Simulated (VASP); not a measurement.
A run of VASP 6.6.1 is set up as follows.

INCAR

```
SYSTEM = Co
PREC = Accurate
ENCUT = 520
EDIFF = 1E-7
ISMEAR = 0
SIGMA = 0.15
LREAL = .FALSE.
LASPH = .TRUE.
NELM = 150
ALGO = Fast
ISIF = 2
LWAVE = .FALSE.
LCHARG = .FALSE.
ISPIN = 2
MAGMOM = 1.79 1.79
LORBIT = 11
LMAXMIX = 4
GGA = PS
NBANDS = 20
```

File KPOINTS:

```
regular mesh
0
G
  21 21 12
  0 0 0
```

The input POSCAR:

```
Co
1.0
    2.3737000000      0.0000000000      0.0000000000
   -1.1868500000      2.0556845010      0.0000000000
    0.0000000000      0.0000000000      3.9012000000
Co
2
Direct
    0.3333333333      0.6666666667      0.2500000000
    0.6666666667      0.3333333333      0.7500000000
```

Potentials or basis: VASP PAW PBE potentials, release 64 (Co).

Command:

```bash
$ cat potpaw_PBE.64/Co/POTCAR > POTCAR
$ mpirun -np 1 vasp_std > vasp.out
```

Q: Predict the site moments.

A: Co +1.50 μB.

Q: Predict the pressure.

A: 24.6 GPa.

Q: Estimate the net moment.

A: 3.02 μB per cell.

Stress tensor (GPa, compression positive):
```
27.30  0.00  0.00
 0.00 27.30  0.00
 0.00  0.00 19.26
```

Caveat: the cell stands under pressure; the PAW data sets were made with another functional, which shifts forces and pressure a little.
